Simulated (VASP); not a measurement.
# GaAs (I-4m2) in VASP: notebook, part 2 of 2

VASP 6.6.1.

**5. Single point, PBEsol**

This run uses another cell than the first one, of the same volume but with other edges.

The input, INCAR:

```
PREC = Accurate ; ENCUT = 520
EDIFF = 1E-6 ; ISMEAR = 0
SIGMA = 0.05 ; LREAL = F
LASPH = T ; NELM = 80
ALGO = Normal ; ISIF = 2
LWAVE = F ; LCHARG = T
GGA = PS ; LELF = T
LVHAR = T ; NBANDS = 16
```

The input, KPOINTS:

```
Automatic mesh
0
Gamma
  12 12 12
```

The input, POSCAR:

```
GaAs
1.0
    0.0000000000      2.4694809367      3.7042214051
    2.4694809367      0.0000000000      3.7042214051
    2.4694809367      2.4694809367      0.0000000000
Ga As
1 1
Direct
    0.0000000000      0.0000000000      0.0000000000
    0.7500000000      0.7500000000      0.7500000000
```

Potentials or basis: VASP PAW PBE potentials, release 64 (Ga_d, As).

Started as:

```console
$ cat potpaw_PBE.64/Ga_d/POTCAR potpaw_PBE.64/As/POTCAR > POTCAR
$ mpirun -np 1 vasp_std > vasp.out
```

OUTCAR:

```text
PREC = Accurate
   ENCUT = 520
   EDIFF = 1E-6
   ISMEAR = 0
   LREAL = F
   LASPH = T
   NELM = 80
   ISIF = 2
   GGA = PS

 ion  position               nearest neighbor table
   1  0.000  0.000  0.000-   2 2.55   2 2.55   2 2.55   2 2.55
   2  0.750  0.750  0.750-   1 2.55   1 2.55   1 2.55   1 2.55

  LATTYP: Found a body centered tetragonal cell.
 ALAT       =     3.4923734327
 C/A-ratio  =     2.1213203436

  Lattice vectors:

 A1 = (  -2.4694809367,   0.0000000000,   3.7042214051)
 A2 = (   2.4694809367,   0.0000000000,   3.7042214051)
 A3 = (   0.0000000000,   2.4694809367,  -3.7042214051)

Analysis of symmetry for initial positions (statically):
=====================================================================
 Subroutine PRICEL returns:
 Original cell was already a primitive cell.

 Routine SETGRP: Setting up the symmetry group for a
 body centered tetragonal supercell.

 Subroutine GETGRP returns: Found  8 space group operations
 (whereof  8 operations were pure point group operations)
 out of a pool of 16 trial point group operations.
[... 157 lines left out ...]
  ---------------------------------------------------
  ext. energy  EPLUGINS =         0.00000000
  ---------------------------------------------------
  free energy    TOTEN  =        -8.07452346 eV

  energy without entropy =       -8.07319024  energy(sigma->0) =       -8.07385685

 E-fermi :   4.3224     XC(G=0):  -9.9339

 val. band max:        4.3024060985   @ k =   0.5000   0.0833   0.2500
 cond. band min:       4.3233820829   @ k =  -0.4167   0.2500   0.0000
 fundamental gap:      0.0209759843
 Fermi energy:         4.3224250192

 k-point     1 :       0.0000    0.0000    0.0000
  band No.  band energies     occupation
      1     -10.9653      2.00000
      2     -10.8881      2.00000
      3     -10.8779      2.00000
      4     -10.8779      2.00000
      5     -10.8556      2.00000
      6      -8.7317      2.00000
[... 433 lines left out ...]
      3     -10.8762      2.00000
      4     -10.8623      2.00000
      5     -10.8351      2.00000
      6      -6.8419      2.00000
[... 8 lines left out ...]
     15      14.2275      0.00000
     16      14.9164      0.00000

 [... further k-points ...]
[... 5 lines left out ...]
  --------------------------------------------------------------------------------------
  -------------------------------------------------------------------------------------
  Total        1.3785299      1.3785299     -2.9642109      0.0000000      0.0000000      0.0000000
  in kB       48.8864467     48.8864467   -105.1190411      0.0000000      0.0000000      0.0000000
  external PRESSURE =      -2.4487159 kB  Pullay stress =       0.0000000 kB

 VOLUME and BASIS-vectors are now :
 -----------------------------------------------------------------------------
  energy-cutoff  :      520.00
  volume of cell :       45.18
      direct lattice vectors                 reciprocal lattice vectors
     0.000000000  2.469480937  3.704221405    -0.202471699  0.202471699  0.134981132
     2.469480937  0.000000000  3.704221405     0.202471699 -0.202471699  0.134981132
     2.469480937  2.469480937  0.000000000     0.202471699  0.202471699 -0.134981132

 POSITION                                       TOTAL-FORCE (eV/Angst)
 -----------------------------------------------------------------------------------
      0.00000      0.00000      0.00000         0.000000      0.000000     -0.000000
      3.70422      3.70422      5.55633        -0.000000     -0.000000      0.000000
 -----------------------------------------------------------------------------------
    total drift:                               -0.000002     -0.000002      0.000002

  FREE ENERGIE OF THE ION-ELECTRON SYSTEM (eV)
  ---------------------------------------------------
  free  energy   TOTEN  =        -8.0745234611 eV

  energy  without entropy=       -8.0731902422  energy(sigma->0) =       -8.07385685
```

OSZICAR:

```text
N       E                     dE             d eps       ncg     rms          rms(c)
DAV:   1     0.808279333144E+02    0.80828E+02   -0.88706E+03  5344   0.155E+03
DAV:   2    -0.186588940161E+01   -0.82694E+02   -0.79021E+02  6120   0.307E+02
DAV:   3    -0.812603181775E+01   -0.62601E+01   -0.62328E+01  6264   0.644E+01
DAV:   4    -0.822071230193E+01   -0.94680E-01   -0.94665E-01  6504   0.890E+00
DAV:   5    -0.822202177018E+01   -0.13095E-02   -0.13094E-02  6424   0.948E-01    0.266E+00
DAV:   6    -0.809291098623E+01    0.12911E+00   -0.24196E-01  7592   0.826E+00    0.154E+00
DAV:   7    -0.807737046298E+01    0.15541E-01   -0.29772E-02  6696   0.136E+00    0.589E-01
DAV:   8    -0.807450481326E+01    0.28656E-02   -0.44555E-03  6480   0.678E-01    0.735E-02
DAV:   9    -0.807452073243E+01   -0.15919E-04   -0.35260E-04  6496   0.201E-01    0.370E-02
DAV:  10    -0.807452151078E+01   -0.77834E-06   -0.20528E-05  7128   0.451E-02    0.148E-02
DAV:  11    -0.807452355252E+01   -0.20417E-05   -0.45733E-06  6288   0.299E-02    0.199E-03
DAV:  12    -0.807452346110E+01    0.91422E-07   -0.28047E-07  3680   0.657E-03
   1 F= -.80745235E+01 E0= -.80738569E+01  d E =-.133322E-02
```

stdout:

```text
POSCAR found type information on POSCAR GaAs
 POSCAR found :  2 types and       2 ions
 scaLAPACK will be used
 -----------------------------------------------------------------------------
|                                                                             |
|                                                                             |
|     You enforced a specific xc type in the INCAR file but a different       |
|     I HOPE YOU KNOW WHAT YOU ARE DOING!                                     |
|                                                                             |
 -----------------------------------------------------------------------------

 LDA part: xc-table for (Slater+PW92), standard interpolation
 POSCAR, INCAR and KPOINTS ok, starting setup
 FFT: planning ... GRIDC
 FFT: planning ... GRID_SOFT
 FFT: planning ... GRID
 WAVECAR not read
 entering main loop
```

Wall time 55 s (1 thread of Intel Xeon Platinum 8559C (Emerald Rapids), shared host); peak memory 0.27 GiB.

What came out:

```yaml
Free_energy: -8.0745 eV
Pressure: -0.2 GPa
Band_gap_on_the_k_mesh: zero (band 9 reaches 4.97 eV, above the bottom of band 10 at 3.99 eV)
```

Caveat: the PAW data sets were made with another functional, which shifts forces and pressure a little.

**6. Overview**

| cell | gap on the mesh (eV) | pressure (GPa) |
| --- | --- | --- |
| a = 3.949, b = 3.949, c = 4.110 Å, angles 58.6, 58.6, 62.7°, 2 atoms | 0.13 | 0.2 |
| a = 4.071, b = 4.071, c = 3.873 Å, angles 61.6, 61.6, 56.8°, 2 atoms | 0.17 | 0.3 |
| a = 3.892, b = 3.892, c = 4.615 Å, angles 53.6, 53.6, 72.7°, 2 atoms | none | -3.5 |
| a = 4.452, b = 4.452, c = 3.492 Å, angles 66.9, 66.9, 46.2°, 2 atoms | none | -0.2 |

Alike in all rows: task single point; level PBEsol; potentials or basis VASP PAW PBE potentials, release 64 (Ga_d, As); no spin polarisation; k mesh 12 × 12 × 12; cutoff (eV) 520; smearing gaussian 0.05 eV.

Caveats: the PAW data sets were made with another functional, which shifts forces and pressure a little.

Absolute energies hang on the potentials; compare differences alone.
